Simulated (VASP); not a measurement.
Write the native input for VASP 6.6.1 that does the following.

- Task: single point
- Functional: PBE
- Potentials or basis: VASP PAW PBE potentials, release 64 (Al, W_sv)
- Cutoff: 520 eV
- k mesh: 14 × 14 × 14
- Occupations: gaussian, width 0.1 eV
- Spin: no spin polarisation
- Dipole correction: no
- Further INCAR settings: ALGO = Fast; EDIFF = 1e-07; NBANDS = 32

The structure of Al2W3 lies in POSCAR:

```
Al2W3
1.0
   -1.6084116671      1.6084116671      7.5658939957
    1.6084116671     -1.6084116671      7.5658939957
    1.6084116671      1.6084116671     -7.5658939957
Al W
2 3
Direct
    0.2003914689      0.2003914689      0.0000000000
    0.7996085311      0.7996085311      0.0000000000
    0.0000000000      0.0000000000      0.0000000000
    0.3989940498      0.3989940498      0.0000000000
    0.6010059502      0.6010059502      0.0000000000
```

The input as run:

INCAR

```
SYSTEM = Al2W3
PREC = Accurate
ENCUT = 520
EDIFF = 1E-7
ISMEAR = 0
SIGMA = 0.1
LREAL = .False.
LASPH = .True.
NELM = 60
ALGO = Fast
ISIF = 2
LWAVE = .False.
LCHARG = .True.
GGA = PE
LELF = .True.
LVHAR = .True.
NBANDS = 32
```

KPOINTS

```
regular mesh
0
Gamma
  14 14 14
  0 0 0
```

Potentials or basis: VASP PAW PBE potentials, release 64 (Al, W_sv).

Launch:

```bash
$ cat potpaw_PBE.64/Al/POTCAR potpaw_PBE.64/W_sv/POTCAR > POTCAR
$ mpirun -np 1 vasp_std > vasp.out
```

It gave:

The pressure is 0.2 GPa and the largest force is 0.034 eV/Å. The band gap on the k mesh is zero (bands 24 and 25 overlap by 1.18 eV).

Caveat: spin-orbit coupling is left out, which moves the levels of the heavy elements.

Wall time 28 min on 1 thread of Intel(R) Xeon(R) 6975P-C (Granite Rapids) (shared host), peak memory 0.82 GiB.
